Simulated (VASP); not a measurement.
# Ti3Al (P3m1) in VASP: single point with PBEsol

Aim: the single point of Ti3Al with PBEsol.

Everything below comes from runs of VASP 6.6.1. Logs are shortened: lines on timing, memory, paths and dates and some standing lists are left out, and cuts for length are marked.

**1. The cell of the first run**

Symmetry: P3m1, No. 156, trigonal system. The conventional cell has a = 2.896 Å, b = 2.896 Å, c = 9.139 Å, α = 90.00°, β = 90.00°, γ = 120.00°. Within 3.7 Å of Ti (site symmetry 3m) lie 12 Ti at 2.78 to 2.90 Å. Within 3.7 Å of Ti (site symmetry 3m) lie 9 Ti at 2.78 to 2.90 Å and 3 Al at 2.88 Å. Ti (site symmetry 3m) has 9 Ti at 2.82 to 2.90 Å and 3 Al at 2.84 Å within 3.7 Å. Al (site symmetry 3m) has 6 Ti at 2.84 to 2.88 Å and 6 Al at 2.90 Å within 3.7 Å.

**2. Single point, PBEsol (atom 2 (Ti) moved +0.050 Å along Cartesian [0 0 1])**

Input file INCAR:

```
PREC = Accurate ; ENCUT = 520
EDIFF = 1E-6 ; ISMEAR = 0
SIGMA = 0.15 ; LREAL = False
LASPH = True ; NELM = 60
ALGO = Fast ; ISIF = 2
LWAVE = False ; LCHARG = True
GGA = PS ; LELF = True
LVHAR = True ; NBANDS = 28
```

Input file KPOINTS:

```
Automatic mesh
0
Gamma
  18 18 6
```

Input file POSCAR:

```
Ti3Al
1.0
    2.8957824532      0.0000000000      0.0000000000
   -1.4478912266      2.5078211683      0.0000000000
    0.0000000000      0.0000000000      9.1393541757
Ti Al
3 1
Direct
    0.6666666667      0.3333333333      0.0000000000
    0.3333333333      0.6666666667      0.7566469899
    0.3333333333      0.6666666667      0.2488238562
    0.6666666667      0.3333333333      0.5000000000
```

Potentials or basis: VASP PAW PBE potentials, release 64 (Ti_sv, Al).

On the command line:

```
> cat potpaw_PBE.64/Ti_sv/POTCAR potpaw_PBE.64/Al/POTCAR > POTCAR
> mpirun -np 1 vasp_std > vasp.out
```

OUTCAR:

```text
PREC = Accurate
   ENCUT = 520
   EDIFF = 1E-6
   ISMEAR = 0
   LREAL = False
   LASPH = True
   NELM = 60
   ISIF = 2
   GGA = PS

 ion  position               nearest neighbor table
   1  0.667  0.333  0.000-   2 2.78   2 2.78   2 2.78   3 2.82   3 2.82   3 2.82
   2  0.333  0.667  0.757-   1 2.78   1 2.78   1 2.78   4 2.88   4 2.88   4 2.88
   3  0.333  0.667  0.249-   1 2.82   1 2.82   1 2.82   4 2.84   4 2.84   4 2.84
   4  0.667  0.333  0.500-   3 2.84   3 2.84   3 2.84   2 2.88   2 2.88   2 2.88

  LATTYP: Found a hexagonal cell.
 ALAT       =     2.8957824532
 C/A-ratio  =     3.1560914272

  Lattice vectors:

 A1 = (   2.8957824532,   0.0000000000,   0.0000000000)
 A2 = (  -1.4478912266,   2.5078211683,   0.0000000000)
 A3 = (   0.0000000000,   0.0000000000,   9.1393541757)

Analysis of symmetry for initial positions (statically):
=====================================================================
 Subroutine PRICEL returns:
 Original cell was already a primitive cell.

 Routine SETGRP: Setting up the symmetry group for a
 hexagonal supercell.

 Subroutine GETGRP returns: Found  6 space group operations
 (whereof  6 operations were pure point group operations)
 out of a pool of 24 trial point group operations.

The static configuration has the point symmetry C_3v.

Analysis of symmetry for dynamics (positions and initial velocities):
=====================================================================
 Subroutine PRICEL returns:
 Original cell was already a primitive cell.

 Routine SETGRP: Setting up the symmetry group for a
 hexagonal supercell.

 Subroutine GETGRP returns: Found  6 space group operations
 (whereof  6 operations were pure point group operations)
 out of a pool of 24 trial point group operations.

The dynamic configuration has the point symmetry C_3v.

 Subroutine INISYM returns: Found  6 space group operations
 (whereof  6 operations are pure point group operations),
 and found     1 'primitive' translations

----------------------------------------------------------------------------------------

                                     Primitive cell

  volume of cell :      66.3709

  direct lattice vectors                    reciprocal lattice vectors
     2.895782453  0.000000000  0.000000000     0.345329808  0.199376258  0.000000000
    -1.447891227  2.507821168  0.000000000     0.000000000  0.398752516  0.000000000
     0.000000000  0.000000000  9.139354176     0.000000000  0.000000000  0.109416922

  length of vectors
     2.895782453  2.895782453  9.139354176     0.398752516  0.398752516  0.109416922

  position of ions in fractional coordinates (direct lattice)
     0.666666667  0.333333333  0.000000000
     0.333333333  0.666666667  0.756646990
     0.333333333  0.666666667  0.248823856
     0.666666667  0.333333333  0.500000000

  ion indices of the primitive-cell ions
   primitive index   ion index
                 1           1
                 2           2
                 3           3
                 4           4

----------------------------------------------------------------------------------------

 KPOINTS: Automatic mesh

Automatic generation of k-mesh.
 Grid dimensions read from file:
 generate k-points for:   18   18    6

 Generating k-lattice:

  Cartesian coordinates                     Fractional coordinates (reciprocal lattice)
     0.019184989  0.011076459  0.000000000     0.055555556 -0.000000000  0.000000000
     0.000000000  0.022152918  0.000000000     0.000000000  0.055555556  0.000000000
     0.000000000  0.000000000  0.018236154     0.000000000  0.000000000  0.166666667

  Length of vectors
     0.022152918  0.022152918  0.018236154

  Shift w.r.t. Gamma in fractional coordinates (k-lattice)
     0.000000000  0.000000000  0.000000000

 Subroutine IBZKPT returns following result:
 ===========================================

 Found    202 irreducible k-points:

 Following reciprocal coordinates:
            Coordinates               Weight
  0.000000  0.000000  0.000000      1.000000
  0.055556  0.000000  0.000000      6.000000
  0.111111  0.000000  0.000000      6.000000
  0.166667  0.000000  0.000000      6.000000
  0.222222 -0.000000  0.000000      6.000000
  0.277778  0.000000  0.000000      6.000000
[... 16 lines left out ...]
  0.333333  0.111111  0.000000     12.000000
  0.388889  0.111111  0.000000     12.000000
 [... further k-points ...]
   k-points           NKPTS =    202   k-points in BZ     NKDIM =    202   number of bands    NBANDS=     28
   number of dos      NEDOS =    301   number of ions     NIONS =      4
   total plane-waves  NPLWV =  40320
   dimension x,y,z NGX =    24 NGY =   24 NGZ =   70
   dimension x,y,z NGXF=    48 NGYF=   48 NGZF=  140
   ions per type =               3   1
   NGX,Y,Z   is equivalent  to a cutoff of  13.78, 13.78, 12.73 a.u.
   NGXF,Y,Z  is equivalent  to a cutoff of  27.56, 27.56, 25.47 a.u.
 SYSTEM =  unknown system
   PREC   = accura    normal or accurate (medium, high low for compatibility)
   ISTART =      0    job   : 0-new  1-cont  2-samecut
   ICHARG =      2    charge: 1-file 2-atom 10-const
   ISPIN  =      1    spin polarized calculation?
   LNONCOLLINEAR =      F non collinear calculations
   LSORBIT =      F    spin-orbit coupling
   LASPH  =      T    aspherical Exc in radial PAW
   ENCUT  =  520.0 eV  38.22 Ry    6.18 a.u.   5.38  5.38 16.99*2*pi/ulx,y,z
   NELM   =     60;   NELMIN=  2; NELMDL= -5     # of ELM steps
   EDIFF  = 0.1E-05   stopping-criterion for ELM
   LREAL  =      F    real-space projection
   EDIFFG = 0.1E-04   stopping-criterion for IOM
   NSW    =      0    number of steps for IOM
   IBRION =     -1    ionic relax: 0-MD 1-quasi-New 2-CG
   NFREE  =      0    steps in history (QN), initial steepest desc. (CG)
   ISIF   =      2    stress and relaxation
   ISYM   =      2    0-nonsym 1-usesym 2-fastsym
   POTIM  = 0.5000    time-step for ionic-motion
   TEBEG  =    0.0;   TEEND  =   0.0 temperature during run
   PSTRESS=    0.0 pullay stress
   NELECT =      39.0000    total number of electrons
   NUPDOWN=      -1.0000    fix difference up-down
   EMIN   =  10.00;   EMAX   =-10.00  energy-range for DOS
   EFERMI =   0.00;   METHOD = LEGACY
   ISMEAR =     0;   SIGMA  =   0.15  broadening in eV -4-tet -1-fermi 0-gaus
   EFERMI_NEDOS =   21; number of points for ismear=-14 and -15
   IALGO  =     68    algorithm
   IMIX   =      4    mixing-type and parameters
     AMIX     =   0.40;   BMIX     =  1.00
     AMIX_MAG =   1.60;   BMIX_MAG =  1.00
  volume/ion in A,a.u.               =      16.59       111.97
  Fermi-wavevector in a.u.,A,eV,Ry     =   1.371209  2.591210 25.581871  1.880214
  Thomas-Fermi vector in A             =   2.496926
   LORBIT       =      0    0 simple, 1 ext, 2 COOP (PROOUT), +10 PAW based schemes
   GGA     = PS    functional components
   LHFCALC =     F    Hartree Fock is set to
   AEXX    =    0.0000 exact exchange contribution
   IVDW    =     0    specifies the selected vdW correction
   LEPSILON=     F    determine dielectric tensor
   LRPA    =     F    only Hartree local field effects (RPA)
 non-spin polarized calculation
 RMM-DIIS sequential band-by-band and
 Gauss-broadening in eV      SIGMA  =   0.15
  energy-cutoff  :      520.00
  volume of cell :       66.37
 maximum number of plane-waves:      1828
 NGX is ok and might be reduce to    24
   NGX = 11   NGY = 11   NGZ = 33

 number of electron      38.9999992 magnetization

 Free energy of the ion-electron system (eV)
  ---------------------------------------------------
  ext. energy  EPLUGINS =         0.00000000
  ---------------------------------------------------
  free energy    TOTEN  =       -29.63306349 eV

  energy without entropy =      -29.59141263  energy(sigma->0) =      -29.61223806

 E-fermi :   8.2060     XC(G=0): -11.4528

 val. band max:        8.2060273398   @ k =   0.1111   0.0556   0.0000
 cond. band min:       8.2218924674   @ k =   0.3333   0.2222   0.3333
 fundamental gap:      0.0158651276
 Fermi energy:         8.2060493138

 k-point     1 :       0.0000    0.0000    0.0000
  band No.  band energies     occupation
      1     -48.2268      2.00000
      2     -48.1745      2.00000
      3     -48.0857      2.00000
      4     -24.8924      2.00000
      5     -24.6062      2.00000
      6     -24.2494      2.00000
[... 20 lines left out ...]
     27      10.3693      0.00000
     28      11.0552      0.00000

 k-point     2 :       0.0556    0.0000    0.0000
  band No.  band energies     occupation
      1     -48.2233      2.00000
      2     -48.1719      2.00000
      3     -48.0839      2.00000
      4     -24.8865      2.00000
      5     -24.6064      2.00000
      6     -24.2655      2.00000
[... 20 lines left out ...]
     27      10.3370      0.00000
     28      11.0208      0.00000

 k-point     3 :       0.1111    0.0000    0.0000
  band No.  band energies     occupation
      1     -48.2133      2.00000
      2     -48.1644      2.00000
      3     -48.0791      2.00000
      4     -24.8692      2.00000
      5     -24.6082      2.00000
      6     -24.3106      2.00000
[... 20 lines left out ...]
     27      10.2644      0.00000
     28      10.9624      0.00000

 k-point     4 :       0.1667    0.0000    0.0000
  band No.  band energies     occupation
      1     -48.1977      2.00000
      2     -48.1530      2.00000
      3     -48.0718      2.00000
      4     -24.8429      2.00000
      5     -24.6158      2.00000
      6     -24.3773      2.00000
[... 578 lines left out ...]
     27      11.1590      0.00000
     28      11.2768      0.00000

 k-point    23 :       0.3333    0.1111    0.0000
  band No.  band energies     occupation
      1     -48.1122      2.00000
      2     -48.0945      2.00000
      3     -48.0418      2.00000
      4     -24.7853      2.00000
      5     -24.7765      2.00000
      6     -24.6527      2.00000
[... 20 lines left out ...]
     27      11.2769      0.00000
     28      11.5172      0.00000

 k-point    24 :       0.3889    0.1111    0.0000
  band No.  band energies     occupation
      1     -48.1001      2.00000
      2     -48.0871      2.00000
      3     -48.0399      2.00000
      4     -24.8145      2.00000
      5     -24.8031      2.00000
      6     -24.6858      2.00000
[... 20 lines left out ...]
     27      11.3274      0.00000
     28      11.7205      0.00000

 [... further k-points ...]
[... 5 lines left out ...]
  --------------------------------------------------------------------------------------
  -------------------------------------------------------------------------------------
  Total       -0.0167563     -0.0167563     -0.0713249     -0.0000000      0.0000000     -0.0000000
  in kB       -0.4044936     -0.4044936     -1.7217647     -0.0000000      0.0000000     -0.0000000
  external PRESSURE =      -0.8435840 kB  Pullay stress =       0.0000000 kB

 VOLUME and BASIS-vectors are now :
 -----------------------------------------------------------------------------
  energy-cutoff  :      520.00
  volume of cell :       66.37
      direct lattice vectors                 reciprocal lattice vectors
     2.895782453  0.000000000  0.000000000     0.345329808  0.199376258  0.000000000
    -1.447891227  2.507821168  0.000000000     0.000000000  0.398752516  0.000000000
     0.000000000  0.000000000  9.139354176     0.000000000  0.000000000  0.109416922

 POSITION                                       TOTAL-FORCE (eV/Angst)
 -----------------------------------------------------------------------------------
      1.44789      0.83594      0.00000        -0.000000      0.000000      0.147269
     -0.00000      1.67188      6.91526        -0.000000      0.000000     -0.358896
     -0.00000      1.67188      2.27409         0.000000     -0.000000      0.046476
      1.44789      0.83594      4.56968         0.000000     -0.000000      0.165151
 -----------------------------------------------------------------------------------
    total drift:                                0.000000     -0.000000     -0.000375

  FREE ENERGIE OF THE ION-ELECTRON SYSTEM (eV)
  ---------------------------------------------------
  free  energy   TOTEN  =       -29.6330634927 eV

  energy  without entropy=      -29.5914126339  energy(sigma->0) =      -29.61223806
```

Wall time 25 min (1 thread of Intel Xeon Platinum 8259CL at 2.50GHz (Skylake/Cascade Lake), shared host); peak memory 0.42 GiB.

Results:

```
Free energy   : -29.6331 eV
Pressure      : -0.1 GPa
Largest force : 0.359 eV/Å
```

Forces on the atoms (eV/Å):
```
Ti   0.000  0.000  0.147
Ti   0.000  0.000 -0.359
Ti   0.000  0.000  0.046
Al   0.000  0.000  0.165
```

Caveat: the cell differs from its parent crystal (atom 2 (Ti) moved +0.050 Å along Cartesian [0 0 1]); the PAW data sets were made with another functional, which shifts forces and pressure a little.
